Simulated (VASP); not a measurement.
Write the native input for VASP 6.6.1 that does the following.

```
Task                   : relaxation of cell and atoms
Functional             : PBE
Potentials or basis    : VASP PAW PBE potentials, release 64 (Ti_sv, C)
Cutoff                 : 600 eV
k mesh                 : 13 × 13 × 13
Occupations            : fermi-dirac, width 0.1 eV
Spin                   : no spin polarisation
Dipole correction      : no
Further INCAR settings : ALGO = Normal; EDIFF = 1e-06; IBRION = 2; EDIFFG = -0.01; NSW = 80; ISIF = 3
```

The structure of TiC lies in POSCAR:

```
TiC
1.0
    0.0000000000      2.1593000000      2.1593000000
    2.1593000000      0.0000000000      2.1593000000
    2.1593000000      2.1593000000      0.0000000000
Ti C
1 1
Direct
    0.0000000000      0.0000000000      0.0000000000
    0.5000000000      0.5000000000      0.5000000000
```

The input as run:

INCAR

```
PREC = Accurate
ENCUT = 600
EDIFF = 1E-6
ISMEAR = -1
SIGMA = 0.1
LREAL = False
LASPH = True
NELM = 60
ALGO = Normal
ISIF = 3
LWAVE = False
LCHARG = False
GGA = PE
IBRION = 2
NSW = 80
EDIFFG = -0.01
```

KPOINTS

```
Automatic mesh
0
Gamma
  13 13 13
```

Potentials or basis: VASP PAW PBE potentials, release 64 (Ti_sv, C).

Run with:

```sh
$ cat potpaw_PBE.64/Ti_sv/POTCAR potpaw_PBE.64/C/POTCAR > POTCAR
$ mpirun -np 1 vasp_std > vasp.out
```

It gave:

* Relaxed volume: 10.17 Å³/atom
* Relaxed cell: a = 3.064 Å, b = 3.064 Å, c = 3.064 Å, α = 60.00°, β = 60.00°, γ = 60.00°
* Space group after relaxing (to 0.1 Å): Fm-3m (No. 225)
* Energy gained by relaxing: 0.9 meV/atom
* Ionic steps: 3
* Pressure after relaxing: 0.0 GPa
* Band gap on the k mesh: zero (bands 8 and 9 overlap by 1.08 eV)

It took 26 s on 1 thread of Intel(R) Xeon(R) 6975P-C (Granite Rapids), on a shared host, peak memory 0.16 GiB.
